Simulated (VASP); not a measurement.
# Ti3O (P6_3/mcm) in VASP: single point with r2SCAN

Aim: the single point of Ti3O with r2SCAN.

Program: VASP 6.6.1. These are calculated values, not measurements. Logs are shortened: lines on timing, memory, paths and dates and some standing lists are left out, and cuts for length are marked.

**1. The cell of the first run**

Symmetry: P6_3/mcm, No. 193, hexagonal system. Conventional cell: a = 5.127 Å, b = 5.127 Å, c = 4.911 Å, α = 90.00°, β = 90.00°, γ = 120.00°. Within 2.8 Å of Ti (site symmetry m2m) lie 2 O at 2.09 Å. Within 2.8 Å of O (site symmetry -3m) lie 6 Ti at 2.09 Å and 2 O at 2.46 Å.

**2. Single point, r2SCAN, collinear spin**

File POSCAR:

```
Ti3O
1.0
    5.1268456201      0.0000000000      0.0000000000
   -2.5634228101      4.4399785483      0.0000000000
    0.0000000000      0.0000000000      4.9111880000
Ti O
6 2
Direct
    0.0000000000      0.6702930000      0.7500000000
    0.0000000000      0.3297070000      0.2500000000
    0.6702930000      0.0000000000      0.7500000000
    0.6702930000      0.6702930000      0.2500000000
    0.3297070000      0.3297070000      0.7500000000
    0.3297070000      0.0000000000      0.2500000000
    0.0000000000      0.0000000000      0.5000000000
    0.0000000000      0.0000000000      0.0000000000
```

File INCAR.step1:

```
SYSTEM = Ti3O
  ALGO = Normal
  EDIFF = 1E-4
  ENCUT = 520
  GGA = PE
  ISMEAR = 0
  ISPIN = 2
  LASPH = .True.
  LCHARG = .False.
  LMAXMIX = 4
  LREAL = .False.
  LWAVE = .True.
  MAGMOM = 1 1 1 1 1 1 0 0
  NBANDS = 56
  NELM = 150
  PREC = Accurate
  SIGMA = 0.1
```

File INCAR.step2:

```
SYSTEM = Ti3O
  ALGO = Normal
  EDIFF = 1E-6
  ENCUT = 520
  ISIF = 2
  ISMEAR = 0
  ISPIN = 2
  ISTART = 1
  LASPH = .True.
  LCHARG = .True.
  LELF = .True.
  LMAXMIX = 4
  LMIXTAU = .True.
  LORBIT = 11
  LREAL = .False.
  LVHAR = .True.
  LWAVE = .False.
  MAGMOM = 1 1 1 1 1 1 0 0
  METAGGA = R2SCAN
  NBANDS = 56
  NELM = 150
  PREC = Accurate
  SIGMA = 0.1
```

File KPOINTS:

```
k-points
0
Gamma
  6 6 4
  0 0 0
```

Potentials or basis: VASP PAW PBE potentials, release 64 (Ti_sv, O).

The run is started by

```sh
$ cat potpaw_PBE.64/Ti_sv/POTCAR potpaw_PBE.64/O/POTCAR > POTCAR
$ cp INCAR.step1 INCAR
$ mpirun -np 1 vasp_std > vasp.out
$ cp INCAR.step2 INCAR
$ mpirun -np 1 vasp_std > vasp.out
```

OUTCAR:

```text
SYSTEM = Ti3O
   EDIFF = 1E-6
   ENCUT = 520
   ISIF = 2
   ISMEAR = 0
   ISPIN = 2
   ISTART = 1
   LASPH = .True.
   LORBIT = 11
   LREAL = .False.
   METAGGA = R2SCAN
   NELM = 150
   PREC = Accurate

 ion  position               nearest neighbor table
   1  0.000  0.670  0.750-   7 2.09   8 2.09
   2  0.000  0.330  0.250-   7 2.09   8 2.09
   3  0.670  0.000  0.750-   7 2.09   8 2.09
   4  0.670  0.670  0.250-   7 2.09   8 2.09
   5  0.330  0.330  0.750-   7 2.09   8 2.09
   6  0.330  0.000  0.250-   7 2.09   8 2.09
   7  0.000  0.000  0.500-   4 2.09   5 2.09   3 2.09   6 2.09   1 2.09   2 2.09
   8  0.000  0.000  0.000-   4 2.09   5 2.09   3 2.09   6 2.09   1 2.09   2 2.09

  LATTYP: Found a hexagonal cell.
 ALAT       =     5.1268456201
 C/A-ratio  =     0.9579356126

  Lattice vectors:

 A1 = (   5.1268456201,   0.0000000000,   0.0000000000)
 A2 = (  -2.5634228101,   4.4399785483,   0.0000000000)
 A3 = (   0.0000000000,   0.0000000000,   4.9111880000)

Analysis of symmetry for initial positions (statically):
=====================================================================
 Subroutine PRICEL returns:
 Original cell was already a primitive cell.

 Routine SETGRP: Setting up the symmetry group for a
 hexagonal supercell.

 Subroutine GETGRP returns: Found 24 space group operations
 (whereof 12 operations were pure point group operations)
 out of a pool of 24 trial point group operations.

The static configuration has the point symmetry D_3d.
 The point group associated with its full space group is D_6h.

Analysis of symmetry for dynamics (positions and initial velocities):
=====================================================================
 Subroutine PRICEL returns:
 Original cell was already a primitive cell.

 Routine SETGRP: Setting up the symmetry group for a
 hexagonal supercell.

 Subroutine GETGRP returns: Found 24 space group operations
 (whereof 12 operations were pure point group operations)
 out of a pool of 24 trial point group operations.

The dynamic configuration has the point symmetry D_3d.
 The point group associated with its full space group is D_6h.

Analysis of structural, dynamic, and magnetic symmetry:
=====================================================================
 Subroutine PRICEL returns:
 Original cell was already a primitive cell.

 Routine SETGRP: Setting up the symmetry group for a
 hexagonal supercell.

 Subroutine GETGRP returns: Found 24 space group operations
 (whereof 12 operations were pure point group operations)
 out of a pool of 24 trial point group operations.

The overall configuration has the point symmetry D_3d.
 The point group associated with its full space group is D_6h.

 Subroutine INISYM returns: Found 24 space group operations
 (whereof 12 operations are pure point group operations),
 and found     1 'primitive' translations

----------------------------------------------------------------------------------------

                                     Primitive cell

  volume of cell :     111.7938

  direct lattice vectors                    reciprocal lattice vectors
     5.126845620  0.000000000  0.000000000     0.195051709  0.112613157  0.000000000
    -2.563422810  4.439978548  0.000000000     0.000000000  0.225226313  0.000000000
     0.000000000  0.000000000  4.911188000     0.000000000  0.000000000  0.203616722

  length of vectors
     5.126845620  5.126845620  4.911188000     0.225226313  0.225226313  0.203616722

  position of ions in fractional coordinates (direct lattice)
     0.000000000  0.670293000  0.750000000
     0.000000000  0.329707000  0.250000000
     0.670293000  0.000000000  0.750000000
     0.670293000  0.670293000  0.250000000
     0.329707000  0.329707000  0.750000000
     0.329707000  0.000000000  0.250000000
     0.000000000  0.000000000  0.500000000
     0.000000000  0.000000000  0.000000000

  ion indices of the primitive-cell ions
   primitive index   ion index
                 1           1
                 2           2
                 3           3
[... 56 lines left out ...]
   number of dos      NEDOS =    301   number of ions     NIONS =      8
   total plane-waves  NPLWV =  64000
   dimension x,y,z NGX =    40 NGY =   40 NGZ =   40
   dimension x,y,z NGXF=    80 NGYF=   80 NGZF=   80
   ions per type =               6   2
   NGX,Y,Z   is equivalent  to a cutoff of  12.97, 12.97, 13.54 a.u.
   NGXF,Y,Z  is equivalent  to a cutoff of  25.94, 25.94, 27.08 a.u.
 SYSTEM =  Ti3O
   PREC   = accura    normal or accurate (medium, high low for compatibility)
   ISTART =      1    job   : 0-new  1-cont  2-samecut
   ICHARG =      0    charge: 1-file 2-atom 10-const
   ISPIN  =      2    spin polarized calculation?
   LNONCOLLINEAR =      F non collinear calculations
   LSORBIT =      F    spin-orbit coupling
   LASPH  =      T    aspherical Exc in radial PAW
   ENCUT  =  520.0 eV  38.22 Ry    6.18 a.u.   9.53  9.53  9.13*2*pi/ulx,y,z
   NELM   =    150;   NELMIN=  2; NELMDL=  0     # of ELM steps
   EDIFF  = 0.1E-05   stopping-criterion for ELM
   LREAL  =      F    real-space projection
   EDIFFG = 0.1E-04   stopping-criterion for IOM
   NSW    =      0    number of steps for IOM
   IBRION =     -1    ionic relax: 0-MD 1-quasi-New 2-CG
   NFREE  =      0    steps in history (QN), initial steepest desc. (CG)
   ISIF   =      2    stress and relaxation
   ISYM   =      2    0-nonsym 1-usesym 2-fastsym
   POTIM  = 0.5000    time-step for ionic-motion
   TEBEG  =    0.0;   TEEND  =   0.0 temperature during run
   PSTRESS=    0.0 pullay stress
   NELECT =      84.0000    total number of electrons
   NUPDOWN=      -1.0000    fix difference up-down
   EMIN   =  10.00;   EMAX   =-10.00  energy-range for DOS
   EFERMI =   0.00;   METHOD = LEGACY
   ISMEAR =     0;   SIGMA  =   0.10  broadening in eV -4-tet -1-fermi 0-gaus
   EFERMI_NEDOS =   21; number of points for ismear=-14 and -15
   IALGO  =     38    algorithm
   IMIX   =      4    mixing-type and parameters
     AMIX     =   0.40;   BMIX     =  1.00
     AMIX_MAG =   1.60;   BMIX_MAG =  1.00
  volume/ion in A,a.u.               =      13.97        94.30
  Fermi-wavevector in a.u.,A,eV,Ry     =   1.488317  2.812511 30.138085  2.215087
  Thomas-Fermi vector in A             =   2.601367
   LORBIT       =     11    0 simple, 1 ext, 2 COOP (PROOUT), +10 PAW based schemes
   METAGGA = R2SCAN    functional components
   LHFCALC =     F    Hartree Fock is set to
   AEXX    =    0.0000 exact exchange contribution
   IVDW    =     0    specifies the selected vdW correction
   LEPSILON=     F    determine dielectric tensor
   LRPA    =     F    only Hartree local field effects (RPA)
 spin polarized calculation
 Gauss-broadening in eV      SIGMA  =   0.10
  energy-cutoff  :      520.00
  volume of cell :      111.79
 maximum number of plane-waves:      3066
 NGX is ok and might be reduce to    40
   NGX = 19   NGY = 19   NGZ = 19

 number of electron      83.9999992 magnetization       0.0000607

 number of electron      83.9999992 magnetization      -0.0000061

 Free energy of the ion-electron system (eV)
  ---------------------------------------------------
  ext. energy  EPLUGINS =         0.00000000
  ---------------------------------------------------
  free energy    TOTEN  =      -101.06264320 eV

  energy without entropy =     -101.04238339  energy(sigma->0) =     -101.05251329

 E-fermi :   9.0394     XC(G=0): -12.7126

 val. band max:        9.0174761763   @ k =   0.1667   0.0000   0.0000
 cond. band min:       9.0412735450   @ k =   0.1667   0.0000   0.5000
 fundamental gap:      0.0237973687
 Fermi energy:         9.0393758469

 spin component 1

 k-point     1 :       0.0000    0.0000    0.0000
  band No.  band energies     occupation
      1     -50.6048      1.00000
      2     -50.5088      1.00000
      3     -50.4789      1.00000
      4     -50.4789      1.00000
      5     -50.4729      1.00000
      6     -50.4729      1.00000
[... 1186 lines left out ...]
     53      11.3034      0.00000
     54      11.3034      0.00000
 Fermi energy:         9.0393758469

 spin component 2

 k-point     1 :       0.0000    0.0000    0.0000
  band No.  band energies     occupation
      1     -50.6048      1.00000
      2     -50.5088      1.00000
      3     -50.4789      1.00000
      4     -50.4789      1.00000
      5     -50.4729      1.00000
      6     -50.4729      1.00000
[... 1186 lines left out ...]
     53      11.3034      0.00000
     54      11.3034      0.00000
 [bands above 54 left out]

------------------------ aborting loop because EDIFF is reached ----------------------------------------

  FORCE on cell =-STRESS in cart. coord.  units (eV):
  Direction    XX          YY          ZZ          XY          YZ          ZX
  --------------------------------------------------------------------------------------
  -------------------------------------------------------------------------------------
  Total       -0.6913577     -0.6913577     -1.6386779      0.0000000      0.0000000      0.0000000
  in kB       -9.9082216     -9.9082216    -23.4847799      0.0000000      0.0000000      0.0000000
  external PRESSURE =     -14.4337411 kB  Pullay stress =       0.0000000 kB

 VOLUME and BASIS-vectors are now :
 -----------------------------------------------------------------------------
  energy-cutoff  :      520.00
  volume of cell :      111.79
      direct lattice vectors                 reciprocal lattice vectors
     5.126845620  0.000000000  0.000000000     0.195051709  0.112613157  0.000000000
    -2.563422810  4.439978548  0.000000000     0.000000000  0.225226313  0.000000000
     0.000000000  0.000000000  4.911188000     0.000000000  0.000000000  0.203616722

 POSITION                                       TOTAL-FORCE (eV/Angst)
 -----------------------------------------------------------------------------------
     -1.71824      2.97609      3.68339        -0.065930      0.114193     -0.000000
     -0.84518      1.46389      1.22780         0.065930     -0.114193      0.000000
      3.43649      0.00000      3.68339         0.131859     -0.000000     -0.000000
      1.71824      2.97609      1.22780         0.065930      0.114193     -0.000000
      0.84518      1.46389      3.68339        -0.065930     -0.114193      0.000000
      1.69036      0.00000      1.22780        -0.131859     -0.000000      0.000000
      0.00000      0.00000      2.45559        -0.000000     -0.000000      0.000000
      0.00000      0.00000      0.00000         0.000000     -0.000000      0.000000
 -----------------------------------------------------------------------------------
    total drift:                               -0.000000     -0.000000     -0.000000

  FREE ENERGIE OF THE ION-ELECTRON SYSTEM (eV)
  ---------------------------------------------------
  free  energy   TOTEN  =      -101.0626432010 eV

  energy  without entropy=     -101.0423833871  energy(sigma->0) =     -101.05251329

 total charge

# of ion       s       p       d       tot
------------------------------------------
    1        2.203   6.154   1.846  10.203
    2        2.203   6.154   1.846  10.203
    3        2.203   6.154   1.846  10.203
    4        2.203   6.154   1.846  10.203
    5        2.203   6.154   1.846  10.203
    6        2.203   6.154   1.846  10.203
    7        1.570   3.559   0.000   5.129
    8        1.570   3.559   0.000   5.129
--------------------------------------------------
tot         16.357  44.044  11.075  71.475

 magnetization (x)

# of ion       s       p       d       tot
------------------------------------------
    1        0.000   0.000  -0.000  -0.000
    2        0.000   0.000  -0.000  -0.000
    3        0.000   0.000  -0.000  -0.000
    4        0.000   0.000  -0.000  -0.000
    5        0.000   0.000  -0.000  -0.000
    6        0.000   0.000  -0.000  -0.000
    7        0.000   0.000   0.000   0.000
    8        0.000   0.000   0.000   0.000
--------------------------------------------------
tot          0.000   0.000  -0.000  -0.000
```

It took 27 min on 1 thread of Oxide Virtual Turin-like, shared host; peak memory 0.4 GiB.

What came out:

| Property | Result |
| --- | --- |
| Free energy | -101.0626 eV |
| Pressure | -1.4 GPa |
| Largest force | 0.132 eV/Å |
| Band gap on the k mesh | zero (filled and empty bands overlap) |
| Net moment | 0.00 μB per cell |
| Valence electrons inside the program's atomic spheres | Ti 10.20; O 5.13 |

Forces in eV/Å, atoms in the order of the input:
```
Ti  -0.066  0.114  0.000
Ti   0.066 -0.114  0.000
Ti   0.132  0.000  0.000
Ti   0.066  0.114  0.000
Ti  -0.066 -0.114  0.000
Ti  -0.132  0.000  0.000
O    0.000  0.000  0.000
O    0.000  0.000  0.000
```

Stress tensor (GPa, compression positive):
```
-0.99  0.00  0.00
 0.00 -0.99  0.00
 0.00  0.00 -2.35
```

Caveat: the PAW data sets were made with another functional, which shifts forces and pressure a little.
